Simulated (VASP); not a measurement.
A run of VASP 6.6.1 is set up as follows.

Contents of INCAR:

```
  PREC = Accurate
  ENCUT = 520
  EDIFF = 1E-6
  ISMEAR = -1
  SIGMA = 0.08
  LREAL = F
  LASPH = T
  NELM = 60
  ALGO = Normal
  ISIF = 2
  LWAVE = F
  LCHARG = F
  GGA = PE
  NBANDS = 15
```

Contents of KPOINTS:

```
Automatic mesh
0
Gamma
  14 14 14
```

The input POSCAR:

```
TiC
1.0
    2.6385810521      0.0000000000      0.0000000000
    0.0000000000      2.6385810521      0.0000000000
    0.0000000000      0.0000000000      2.6385810521
Ti C
1 1
Direct
    0.0000000000      0.0000000000      0.0000000000
    0.5000000000      0.5000000000      0.5000000000
```

Potentials or basis: VASP PAW PBE potentials, release 64 (Ti_sv, C).

Launch:

```bash
$ cat potpaw_PBE.64/Ti_sv/POTCAR potpaw_PBE.64/C/POTCAR > POTCAR
$ mpirun -np 1 vasp_std > vasp.out
```

Question: What does it give for the pressure?

Answer: 21.2 GPa.

Question: What does it give for the band gap on the k mesh?

Answer: Zero (band 8 reaches 12.69 eV, above the bottom of band 9 at 10.25 eV).
